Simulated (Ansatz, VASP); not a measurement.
**BAs: VASP beside Ansatz**

```
CELL_PARAMETERS angstrom
0.00000 2.40454 2.40454
2.40454 0.00000 2.40454
2.40454 2.40454 0.00000
ATOMIC_POSITIONS crystal
B 0.00000 0.00000 0.00000
As 0.25000 0.25000 0.25000
```

Alike in both runs: functional PBE; k mesh 10 × 10 × 10; occupations gaussian, width 0.02 eV; no spin polarisation.

Ansatz relaxed the structure, and its values are those at the end. VASP's run is a single point on that final structure, the one shown.

|  | VASP | Ansatz |
| --- | --- | --- |
| version | VASP 6.6.1 | Ansatz 0.2.0 |
| potentials or method | VASP PAW PBE potentials, release 64 (B, As), cutoff 500 eV | scalar-relativistic, plane waves, PAW |
| valence electrons in the cell | 8 | 18 |

|  | VASP | Ansatz | Ansatz less VASP |
| --- | --- | --- | --- |
| gap on the k mesh at the Fermi level (eV) | 1.20 | 1.20 | +0.008 |
| least direct gap on the mesh (eV) | 3.25 | 3.25 | +0.003 |
| pressure (GPa) | 0.6 | 0.0 | -0.59 |

VASP's potentials hold 8 valence electrons a cell and Ansatz's 18, so a difference there can come from the potentials and not from the codes.
